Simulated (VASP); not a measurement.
Wanted: the native input for a VASP 6.6.1 run.

```yaml
Task: single point
Functional: PBEsol
Potentials_or_basis: VASP PAW PBE potentials, release 64 (Ge_d)
Cutoff: 520 eV
k_mesh: 9 × 9 × 9
Occupations: gaussian, width 0.15 eV
Spin: no spin polarisation
Dipole_correction: no
Further_INCAR_settings: ALGO = Fast; EDIFF = 1e-07; NBANDS = 66
```

The structure of Ge lies in POSCAR:

```
Ge
1.0
    4.6777000000      2.7006713542      2.0698666667
   -4.6777000000      2.7006713542      2.0698666667
    0.0000000000     -5.4013427084      2.0698666667
Ge
8
Direct
    0.7160166262      0.7160166262      0.7160166262
    0.2839833738      0.2839833738      0.2839833738
    0.0302911486      0.7262027915      0.5337905696
    0.5337905696      0.0302911486      0.7262027915
    0.7262027915      0.5337905696      0.0302911486
    0.9697088514      0.2737972085      0.4662094304
    0.4662094304      0.9697088514      0.2737972085
    0.2737972085      0.4662094304      0.9697088514
```

The input as run:

INCAR

```
ALGO     = Fast           # electronic algorithm
EDIFF    = 1E-7           # SCF threshold, eV
ENCUT    = 520            # plane-wave cutoff, eV
GGA      = PS             # functional
ISIF     = 2              # what is computed and relaxed
ISMEAR   = 0              # smearing method
LASPH    = T              # aspherical terms in the spheres
LCHARG   = F              # write CHGCAR
LREAL    = F              # projectors in reciprocal space
LWAVE    = F              # write WAVECAR
NBANDS   = 66             # bands
NELM     = 100            # most SCF steps
PREC     = Accurate       # precision mode
SIGMA    = 0.15           # smearing width, eV
```

KPOINTS

```
k-points
0
Gamma
  9 9 9
```

Potentials or basis: VASP PAW PBE potentials, release 64 (Ge_d).

Command:

```console
$ cat potpaw_PBE.64/Ge_d/POTCAR > POTCAR
$ mpirun -np 1 vasp_std > vasp.out
```

Results of the run:

```yaml
Pressure: 4.8 GPa
Largest_force: 0.863 eV/Å
Band_gap_on_the_k_mesh: zero (bands 56 and 57 overlap by 0.83 eV)
```

Caveat: the cell stands under pressure; the PAW data sets were made with another functional, which shifts forces and pressure a little.

Run time: 40 min on 1 thread of Oxide Virtual Turin-like Processor, on a shared host, peak memory 0.88 GiB.
